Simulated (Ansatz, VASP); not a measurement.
Two plane-wave programs on In

```xyz
3
Lattice="3.0622 0.0000 0.0000 0.0000 4.7487 0.0000 0.0000 0.0000 6.8926" Properties=species:S:1:pos:R:3 pbc="T T T"
In    0.0000    0.0000    1.9210
In    0.0000    0.0000    4.9716
In    0.0000    2.3743    0.0000
```

Alike in both runs: functional PBE; k mesh 16 × 10 × 8; occupations gaussian, width 0.1 eV; no spin polarisation.

Ansatz relaxed the structure, and its values are those at the end. VASP's run is a single point on that final structure, the one shown.

|  | VASP | Ansatz |
| --- | --- | --- |
| version | VASP 6.6.1 | Ansatz 0.2.0 |
| potentials or method | VASP PAW PBE potentials, release 64 (In_d), cutoff 520 eV | scalar-relativistic, plane waves, PAW |
| valence electrons in the cell | 39 | 39 |

```tsv
	VASP	Ansatz	Ansatz less VASP
gap on the k mesh at the Fermi level (eV)	none	none	-
pressure (GPa)	0.0	0.0	+0.02
```

A gap of «none» marks a metal or a gap that the smearing closes. The functional is the same, so the differences come from potentials, cutoffs and numerics.
